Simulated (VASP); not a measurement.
Here is a VASP 6.6.1 calculation.

Contents of INCAR:

```
SYSTEM = HfC
PREC = Accurate ; ENCUT = 600
EDIFF = 1E-7 ; ISMEAR = -1
SIGMA = 0.05 ; LREAL = .FALSE.
LASPH = .TRUE. ; NELM = 120
ALGO = Normal ; ISIF = 3
LWAVE = .FALSE. ; LCHARG = .FALSE.
GGA = PS ; IVDW = 13
IBRION = 2 ; NSW = 80
EDIFFG = -0.02 ; GGA_COMPAT = .FALSE.
NELMIN = 4
```

Contents of KPOINTS:

```
regular mesh
0
G
  10 10 10
  0 0 0
```

The input POSCAR:

```
HfC
1.0
    0.0000000000      2.3250000000      2.3250000000
    2.3250000000      0.0000000000      2.3250000000
    2.3250000000      2.3250000000      0.0000000000
Hf C
1 1
Direct
    0.5000000000      0.5000000000      0.5000000000
    0.0000000000      0.0000000000      0.0000000000
```

Potentials or basis: VASP PAW PBE potentials, release 64 (Hf_pv, C).

Launch:

```sh
$ cat potpaw_PBE.64/Hf_pv/POTCAR potpaw_PBE.64/C/POTCAR > POTCAR
$ mpirun -np 1 vasp_std > vasp.out
```

Q: What does it give for the dispersion energy per atom?

A: -0.150 eV.

Q: Estimate the relaxed cell.

A: a = 3.248 Å, b = 3.248 Å, c = 3.248 Å, α = 60.00°, β = 60.00°, γ = 60.00°.

Q: Predict the relaxed volume.

A: 12.11 Å³/atom.

Q: What does it give for the space group after relaxing (to 0.05 Å)?

A: Fm-3m (No. 225).

Final structure:
```cif
data_structure
_symmetry_space_group_name_H-M 'P 1'
_symmetry_Int_Tables_number 1
_cell_length_a 3.2480
_cell_length_b 3.2480
_cell_length_c 3.2480
_cell_angle_alpha 60.000
_cell_angle_beta 60.000
_cell_angle_gamma 60.000
_cell_volume 24.23
loop_
_atom_site_label
_atom_site_type_symbol
_atom_site_fract_x
_atom_site_fract_y
_atom_site_fract_z
_atom_site_occupancy
Hf1 Hf 0.50000 0.50000 0.50000 1
C1 C 0.00000 0.00000 0.00000 1
```

Caveat: the PAW data sets were made with another functional, which shifts forces and pressure a little; pairwise dispersion overbinds metals, which lowers pressure and volume.
